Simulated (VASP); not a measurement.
Input of a VASP 6.6.1 run:

The input INCAR:

```
PREC     = Accurate       # precision mode
ENCUT    = 520            # plane-wave cutoff, eV
EDIFF    = 1E-7           # SCF threshold, eV
ISMEAR   = 1              # smearing method
SIGMA    = 0.15           # smearing width, eV
LREAL    = F              # projectors in reciprocal space
LASPH    = T              # aspherical terms in the spheres
NELM     = 60             # most SCF steps
ALGO     = Normal         # electronic algorithm
ISIF     = 2              # what is computed and relaxed
LWAVE    = F              # write WAVECAR
LCHARG   = F              # write CHGCAR
GGA      = CA             # functional
NBANDS   = 31             # bands
```

KPOINTS

```
regular mesh
0
Gamma
  5 5 5
```

The input POSCAR:

```
Hg3Pt
1.0
    4.1852474221      0.0000000000      0.0000000000
    0.0000000000      4.1852474221      0.0000000000
    0.0000000000      0.0000000000      4.1852474221
Hg Pt
3 1
Direct
    0.0000000000      0.5000000000      0.5000000000
    0.5000000000      0.0000000000      0.5000000000
    0.5000000000      0.5000000000      0.0000000000
    0.0000000000      0.0000000000      0.0000000000
```

Potentials or basis: VASP PAW LDA potentials, release 64 (Hg, Pt).

Run with:

```bash
$ cat potpaw_LDA.64/Hg/POTCAR potpaw_LDA.64/Pt/POTCAR > POTCAR
$ mpirun -np 1 vasp_std > vasp.out
```

Task: Estimate the pressure.

Result: 1.6 GPa.

Task: Predict the band gap on the k mesh.

Result: Zero (bands 23 and 24 overlap by 2.59 eV).

Caveat: spin-orbit coupling is left out, which moves the levels of the heavy elements.
